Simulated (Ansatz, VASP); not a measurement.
One calculation of Ca2Ge2N, two programs

```
Ca Ge N
1.0
    -2.97270    2.97270    3.38876
     2.97270   -2.97270    3.38876
     2.97270    2.97270   -3.38876
Ca Ge N
2 2 1
Cartesian
  0.0000 2.9727 1.6944
  2.9727 0.0000 1.6944
  0.0000 0.0000 4.8726
  0.0000 0.0000 1.9049
  0.0000 0.0000 0.0000
```

Change from the starting cell: species swapped into the YGe2Ru2 type (I4/mmm, No. 139).

Alike in both runs: functional PBE; k mesh 10 × 10 × 10; occupations gaussian, width 0.1 eV; no spin polarisation.

Ansatz relaxed the structure, and its values are those at the end. VASP's run is a single point on that final structure, the one shown.

|  | VASP | Ansatz |
| --- | --- | --- |
| version | VASP 6.6.1 | Ansatz 0.2.0 |
| potentials or method | VASP PAW PBE potentials, release 64 (Ca_sv, Ge_d, N), cutoff 520 eV | scalar-relativistic, plane waves, PAW |
| valence electrons in the cell | 53 | 53 |

Ansatz gave:

- gap on the k mesh at the Fermi level (eV): none
- pressure (GPa): 0.0
- rms of the force components (eV/Å): 0.001

Q: What did VASP give for the same quantities?

A: gap on the k mesh at the Fermi level (eV): none; pressure (GPa): 0.1; rms of the force components (eV/Å): 0.004.

A gap of «none» marks a metal or a gap that the smearing closes.
